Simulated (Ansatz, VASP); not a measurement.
## Two plane-wave programs on Mn

INCAR

```
SYSTEM = Mn
  PREC = Accurate
  ENCUT = 520
  EDIFF = 1E-6
  ISMEAR = -1
  SIGMA = 0.05
  LREAL = .False.
  LASPH = .True.
  NELM = 150
  ALGO = Normal
  ISIF = 2
  LWAVE = .False.
  LCHARG = .True.
  ISPIN = 2
  MAGMOM = 2.479 -2.479
  LORBIT = 11
  LMAXMIX = 4
  GGA = RE
  LELF = .True.
  LVHAR = .True.
  NBANDS = 24
```

File KPOINTS:

```
regular mesh
0
Gamma
  13 13 13
  0 0 0
```

POSCAR

```
Mn
1.0
    0.0000000000      2.4749217231      2.4749217231
    2.4749217231      0.0000000000      2.4749217231
    2.4749217231      2.4749217231      0.0000000000
Mn
2
Direct
    0.0000000000      0.0000000000      0.0000000000
    0.5000000000      0.5000000000      0.5000000000
```

Input for Ansatz:

```yaml
crystal:
  lattice:
    - [0.0, 2.4749217231, 2.4749217231]
    - [2.4749217231, 0.0, 2.4749217231]
    - [2.4749217231, 2.4749217231, 0.0]
  atoms:
    - { symbol: Mn, position: [0.0, 0.0, 0.0], spin: 2.479 }
    - { symbol: Mn, position: [0.5, 0.5, 0.5], spin: -2.479 }
hamiltonian:
  xc: revpbe
  pseudopotentials:
    kind: paw
    azcp:
      Mn: "pseudopotentials/Mn.paw.azcp"
basis:
  ecutwfc: 420
  fft_grid_basis: typed
kpoints:
  mp_grid: { grid: [13, 13, 13], shift: [0, 0, 0] }
magnetization:
  spin_polarized: true
scf:
  occupations: { method: fermi_dirac, width: 0.05 }
  lower_state_search: "off"
output:
  stress: true
```

Alike in both runs: task single point; functional revPBE; k mesh 13 × 13 × 13; occupations fermi-dirac, width 0.05 eV; collinear spin.

|  | VASP | Ansatz |
| --- | --- | --- |
| version | VASP 6.6.1 | Ansatz 0.2.0 |
| potentials or method | VASP PAW PBE potentials, release 64 (Mn_pv), cutoff 520 eV | plane waves (420 eV) with PAW, scalar-relativistic |
| valence electrons in the cell | 26 | 30 |

|  | VASP | Ansatz | Ansatz less VASP |
| --- | --- | --- | --- |
| pressure (GPa) | -4.0 | -4.2 | -0.17 |
| net moment per atom (μB) | 0.00 | 0.00 | 0.000 |
| size of the moment on the site where the two differ most (μB) | 2.89 | 2.79 | -0.102 |

VASP's potentials were made for PBE, not for revPBE. Site moments also hang on the region over which each program counts them. VASP's potentials hold 26 valence electrons a cell and Ansatz's 30, so a difference there can come from the potentials and not from the codes.
